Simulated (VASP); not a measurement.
# ScCuC4N4 (P-43m) in VASP: further runs, part 2 of 3

VASP 6.6.1. The steps go on from the part before.

### 3 Relaxation of cell and atoms, PBE

The input, INCAR:

```
SYSTEM = ScCuC4N4
  ALGO = Normal
  EDIFF = 1E-6
  EDIFFG = -0.01
  ENCUT = 600
  GGA = PE
  IBRION = 2
  ISIF = 3
  ISMEAR = 0
  LASPH = .True.
  LCHARG = .False.
  LREAL = .False.
  LWAVE = .False.
  NELM = 60
  NSW = 100
  PREC = Accurate
  SIGMA = 0.02
```

The input, KPOINTS:

```
k-points
0
Gamma
  4 4 4
  0 0 0
```

The input, POSCAR:

```
ScCuC4N4
1.0
    5.9775425147      0.0000000000      0.0000000000
    0.0000000000      5.9775425147      0.0000000000
    0.0000000000      0.0000000000      5.9775425147
Sc Cu C N
1 1 4 4
Direct
    0.5000000000      0.5000000000      0.5000000000
    0.0000000000      0.0000000000      0.0000000000
    0.1853936450      0.1853936450      0.1853936450
    0.1853936450      0.8146063550      0.8146063550
    0.8146063550      0.1853936450      0.8146063550
    0.8146063550      0.8146063550      0.1853936450
    0.2992948486      0.2992948486      0.2992948486
    0.2992948486      0.7007051514      0.7007051514
    0.7007051514      0.2992948486      0.7007051514
    0.7007051514      0.7007051514      0.2992948486
```

Potentials or basis: VASP PAW PBE potentials, release 64 (Sc_sv, Cu, C, N).

Command:

```bash
cat potpaw_PBE.64/Sc_sv/POTCAR potpaw_PBE.64/Cu/POTCAR potpaw_PBE.64/C/POTCAR potpaw_PBE.64/N/POTCAR > POTCAR
mpirun -np 1 vasp_std > vasp.out
```

OUTCAR:

```text
SYSTEM = ScCuC4N4
   EDIFF = 1E-6
   EDIFFG = -0.01
   ENCUT = 600
   GGA = PE
   IBRION = 2
   ISIF = 3
   ISMEAR = 0
   LASPH = .True.
   LREAL = .False.
   NELM = 60
   NSW = 100
   PREC = Accurate

 ion  position               nearest neighbor table
   1  0.500  0.500  0.500-   7 2.08   8 2.08   9 2.08  10 2.08
   2  0.000  0.000  0.000-   3 1.92   4 1.92   5 1.92   6 1.92
   3  0.185  0.185  0.185-   7 1.18   2 1.92
   4  0.185  0.815  0.815-   8 1.18   2 1.92
   5  0.815  0.185  0.815-   9 1.18   2 1.92
   6  0.815  0.815  0.185-  10 1.18   2 1.92
   7  0.299  0.299  0.299-   3 1.18   1 2.08
   8  0.299  0.701  0.701-   4 1.18   1 2.08
   9  0.701  0.299  0.701-   5 1.18   1 2.08
  10  0.701  0.701  0.299-   6 1.18   1 2.08

  LATTYP: Found a simple cubic cell.
 ALAT       =     5.9775425147

  Lattice vectors:

 A1 = (   5.9775425147,   0.0000000000,   0.0000000000)
 A2 = (   0.0000000000,   5.9775425147,   0.0000000000)
 A3 = (   0.0000000000,   0.0000000000,   5.9775425147)

Analysis of symmetry for initial positions (statically):
=====================================================================
 Subroutine PRICEL returns:
 Original cell was already a primitive cell.

 Routine SETGRP: Setting up the symmetry group for a
 simple cubic supercell.

 Subroutine GETGRP returns: Found 24 space group operations
 (whereof 24 operations were pure point group operations)
 out of a pool of 48 trial point group operations.

The static configuration has the point symmetry T_d .

Analysis of symmetry for dynamics (positions and initial velocities):
=====================================================================
 Subroutine PRICEL returns:
 Original cell was already a primitive cell.

 Routine SETGRP: Setting up the symmetry group for a
 simple cubic supercell.

 Subroutine GETGRP returns: Found 24 space group operations
 (whereof 24 operations were pure point group operations)
 out of a pool of 48 trial point group operations.
[... 110 lines left out ...]
   POTIM  = 0.5000    time-step for ionic-motion
   TEBEG  =    0.0;   TEEND  =   0.0 temperature during run
   PSTRESS=    0.0 pullay stress
   NELECT =      58.0000    total number of electrons
   NUPDOWN=      -1.0000    fix difference up-down
   EMIN   =  10.00;   EMAX   =-10.00  energy-range for DOS
   EFERMI =   0.00;   METHOD = LEGACY
   ISMEAR =     0;   SIGMA  =   0.02  broadening in eV -4-tet -1-fermi 0-gaus
   EFERMI_NEDOS =   21; number of points for ismear=-14 and -15
   IALGO  =     38    algorithm
   IMIX   =      4    mixing-type and parameters
     AMIX     =   0.40;   BMIX     =  1.00
     AMIX_MAG =   1.60;   BMIX_MAG =  1.00
  volume/ion in A,a.u.               =      21.36       144.13
  Fermi-wavevector in a.u.,A,eV,Ry     =   1.060136  2.003366 15.291423  1.123888
  Thomas-Fermi vector in A             =   2.195506
   LORBIT       =      0    0 simple, 1 ext, 2 COOP (PROOUT), +10 PAW based schemes
   GGA     = PE    functional components
   LHFCALC =     F    Hartree Fock is set to
   AEXX    =    0.0000 exact exchange contribution
   IVDW    =     0    specifies the selected vdW correction
   LEPSILON=     F    determine dielectric tensor
   LRPA    =     F    only Hartree local field effects (RPA)
 conjugate gradient relaxation of ions
 non-spin polarized calculation
 Gauss-broadening in eV      SIGMA  =   0.02
  energy-cutoff  :      600.00
  volume of cell :      213.58
 maximum number of plane-waves:      7184
 NGX is ok and might be reduce to    48
   NGX = 23   NGY = 23   NGZ = 23

--------------------------------------- Ionic step        1  -------------------------------------------

 number of electron      58.0000024 magnetization

 Free energy of the ion-electron system (eV)
  ---------------------------------------------------
  ext. energy  EPLUGINS =         0.00000000
  ---------------------------------------------------
  free energy    TOTEN  =       -80.44662662 eV

  energy without entropy =      -80.44662662  energy(sigma->0) =      -80.44662662

------------------------ aborting loop because EDIFF is reached ----------------------------------------

  FORCE on cell =-STRESS in cart. coord.  units (eV):
  Direction    XX          YY          ZZ          XY          YZ          ZX
  --------------------------------------------------------------------------------------
  -------------------------------------------------------------------------------------
  Total        0.6655134      0.6655134      0.6655134      0.0000000      0.0000000      0.0000000
  in kB        4.9922852      4.9922852      4.9922852      0.0000000      0.0000000      0.0000000
  external PRESSURE =       4.9922852 kB  Pullay stress =       0.0000000 kB
[... 339 lines left out ...]
--------------------------------------- Ionic step        9  -------------------------------------------

 number of electron      58.0000024 magnetization

 Free energy of the ion-electron system (eV)
  ---------------------------------------------------
  ext. energy  EPLUGINS =         0.00000000
  ---------------------------------------------------
  free energy    TOTEN  =       -80.44832540 eV

  energy without entropy =      -80.44832540  energy(sigma->0) =      -80.44832540

 E-fermi :  -1.6571     XC(G=0):  -6.9983

 val. band max:       -1.8202576614   @ k =   0.5000   0.5000   0.0000
 cond. band min:       0.8131307169   @ k =   0.2500   0.0000   0.0000
 fundamental gap:      2.6333883784
 Fermi energy:        -1.6570792677

 k-point     1 :       0.0000    0.0000    0.0000
  band No.  band energies     occupation
      1     -51.0239      2.00000
      2     -29.6703      2.00000
      3     -29.6703      2.00000
      4     -29.6703      2.00000
      5     -18.6190      2.00000
      6     -18.5075      2.00000
[... 406 lines left out ...]
  FREE ENERGIE OF THE ION-ELECTRON SYSTEM (eV)
  ---------------------------------------------------
  free  energy   TOTEN  =       -80.4483254001 eV

  energy  without entropy=      -80.4483254001  energy(sigma->0) =      -80.44832540

 reached required accuracy - stopping structural energy minimisation
```

CONTCAR:

```text
ScCuC4N4
   1.00000000000000
     5.9843032424465576    0.0000000000000000    0.0000000000000000
    -0.0000000000000000    5.9843032424465576    0.0000000000000000
    -0.0000000000000000    0.0000000000000000    5.9843032424465576
  Sc              Cu              C               N
     1     1     4     4
Direct
     0.5000000000000000    0.5000000000000000    0.5000000000000000
     0.0000000000000000    0.0000000000000000    0.0000000000000000
     0.1853522018118952    0.1853522018118952    0.1853522018118952
     0.1853522018118952    0.8146477981881050    0.8146477981881050
     0.8146477981881050    0.1853522018118952    0.8146477981881050
     0.8146477981881050    0.8146477981881050    0.1853522018118952
     0.2993902234151253    0.2993902234151253    0.2993902234151253
     0.2993902234151253    0.7006097765848749    0.7006097765848749
     0.7006097765848749    0.2993902234151253    0.7006097765848749
     0.7006097765848749    0.7006097765848749    0.2993902234151253

  0.00000000E+00  0.00000000E+00  0.00000000E+00
  0.00000000E+00  0.00000000E+00  0.00000000E+00
  0.00000000E+00  0.00000000E+00  0.00000000E+00
  0.00000000E+00  0.00000000E+00  0.00000000E+00
  0.00000000E+00  0.00000000E+00  0.00000000E+00
  0.00000000E+00  0.00000000E+00  0.00000000E+00
  0.00000000E+00  0.00000000E+00  0.00000000E+00
  0.00000000E+00  0.00000000E+00  0.00000000E+00
  0.00000000E+00  0.00000000E+00  0.00000000E+00
  0.00000000E+00  0.00000000E+00  0.00000000E+00
```

It took 16 min on 1 thread of Intel Xeon 8259CL, shared host; peak memory 0.41 GiB.

Results:

```yaml
Free_energy: -80.4483 eV
Relaxed_volume: 21.43 Å³/atom
Relaxed_cell: a = 5.984 Å, b = 5.984 Å, c = 5.984 Å, α = 90.00°, β = 90.00°, γ = 90.00°
Space_group_after_relaxing_to_0.1_Å: P-43m (No. 215)
Energy_gained_by_relaxing: 0.2 meV/atom
Ionic_steps: 9
Pressure_after_relaxing: 0.0 GPa
Largest_force_after_relaxing: 0.009 eV/Å
Band_gap_on_the_k_mesh: 2.63 eV (least direct gap 2.67 eV)
```

Forces in eV/Å, atoms in the order of the input:
```
Sc   0.000  0.000  0.000
Cu   0.000  0.000  0.000
C    0.005  0.005  0.005
C    0.005 -0.005 -0.005
C   -0.005  0.005 -0.005
C   -0.005 -0.005  0.005
N    0.002  0.002  0.002
N    0.002 -0.002 -0.002
N   -0.002  0.002 -0.002
N   -0.002 -0.002  0.002
```

Step by step:
| step | energy change (eV) | largest force (eV/Å) | pressure (GPa) | volume (Å³) |
| --- | --- | --- | --- | --- |
| 1 | 0.0000 | 0.2758 | 0.50 | 213.58 |
| 2 | 0.1449 | 2.6664 | -2.76 | 215.65 |
| 3 | -0.0015 | 0.0328 | 0.10 | 213.77 |
| 4 | -0.0015 | 0.0197 | 0.09 | 213.76 |
| 5 | -0.0015 | 0.0169 | 0.16 | 213.76 |
| 6 | -0.0017 | 0.0226 | 0.02 | 214.28 |
| 7 | -0.0017 | 0.0225 | 0.02 | 214.29 |
| 8 | -0.0014 | 0.1279 | -0.15 | 214.43 |
| 9 | -0.0017 | 0.0094 | 0.00 | 214.31 |

Final structure:
```
Sc Cu C N
1.0
     5.98430    0.00000    0.00000
     0.00000    5.98430    0.00000
     0.00000    0.00000    5.98430
Sc Cu C N
1 1 4 4
Direct
  0.50000 0.50000 0.50000
  0.00000 0.00000 0.00000
  0.18535 0.18535 0.18535
  0.18535 0.81465 0.81465
  0.81465 0.18535 0.81465
  0.81465 0.81465 0.18535
  0.29939 0.29939 0.29939
  0.29939 0.70061 0.70061
  0.70061 0.29939 0.70061
  0.70061 0.70061 0.29939
```

### 4 Single point, PBE, collinear spin

The input, INCAR:

```
SYSTEM = ScCuC4N4
ALGO = Normal
EDIFF = 1E-6
ENCUT = 520
GGA = PE
ISIF = 2
ISMEAR = 0
ISPIN = 2
LASPH = .True.
LCHARG = .False.
LMAXMIX = 4
LORBIT = 11
LREAL = .False.
LWAVE = .False.
MAGMOM = 0 1 0 0 0 0 0 0 0 0
NBANDS = 44
NELM = 150
PREC = Accurate
SIGMA = 0.1
```

KPOINTS is that of step 3.

POSCAR is that of step 3.

Command:

```bash
cat potpaw_PBE.64/Sc_sv/POTCAR potpaw_PBE.64/Cu/POTCAR potpaw_PBE.64/C/POTCAR potpaw_PBE.64/N/POTCAR > POTCAR
mpirun -np 1 vasp_std > vasp.out
```

Run time: 7.5 min. Hardware: 1 thread of Intel Xeon 8259CL, shared host; peak memory 0.5 GiB.

It converged, with:

```
Free energy                                           : -80.4347 eV
Pressure                                              : 0.4 GPa
Largest force                                         : 0.297 eV/Å
Band gap on the k mesh                                : 2.63 eV (least direct gap 2.67 eV)
Net moment                                            : 0.00 μB per cell
Valence electrons inside the program's atomic spheres : Sc 9.43; Cu 10.22; C 2.53; N 3.94
```

Forces on the atoms (eV/Å):
```
Sc   0.000  0.000  0.000
Cu   0.000  0.000  0.000
C   -0.164 -0.164 -0.164
C   -0.164  0.164  0.164
C    0.164 -0.164  0.164
C    0.164  0.164 -0.164
N    0.172  0.172  0.172
N    0.172 -0.172 -0.172
N   -0.172  0.172 -0.172
N   -0.172 -0.172  0.172
```

Levels at points of the mesh, in eV from the valence-band top:
Spin up:
| k point | band 26 | band 27 | band 28 | band 29 | band 30 | band 31 | band 32 | band 33 |
| --- | --- | --- | --- | --- | --- | --- | --- | --- |
| (0.00, 0.00, 0.00) | -1.29 | -0.06 | -0.06 | -0.06 | 2.64 | 2.64 | 3.12 | 3.12 |
| (0.50, 0.00, 0.00) | -1.15 | -0.13 | -0.04 | -0.04 | 2.64 | 2.74 | 3.44 | 3.51 |
| (0.50, 0.50, 0.00) | -1.13 | -0.11 | 0.00 | 0.00 | 2.67 | 2.70 | 3.45 | 3.63 |
| (0.50, 0.50, 0.50) | -1.26 | -0.01 | -0.01 | -0.01 | 2.66 | 2.66 | 3.45 | 3.45 |
Spin down:
| k point | band 27 | band 28 | band 29 | band 30 | band 31 | band 32 |
| --- | --- | --- | --- | --- | --- | --- |
| (0.00, 0.00, 0.00) | -0.06 | -0.06 | -0.06 | 2.64 | 2.64 | 3.12 |
| (0.50, 0.00, 0.00) | -0.13 | -0.04 | -0.04 | 2.64 | 2.74 | 3.44 |
| (0.50, 0.50, 0.00) | -0.11 | 0.00 | 0.00 | 2.67 | 2.70 | 3.45 |
| (0.50, 0.50, 0.50) | -0.01 | -0.01 | -0.01 | 2.66 | 2.66 | 3.45 |

A k mesh can miss the band edges.

(Part 2 of 3 ends here.)
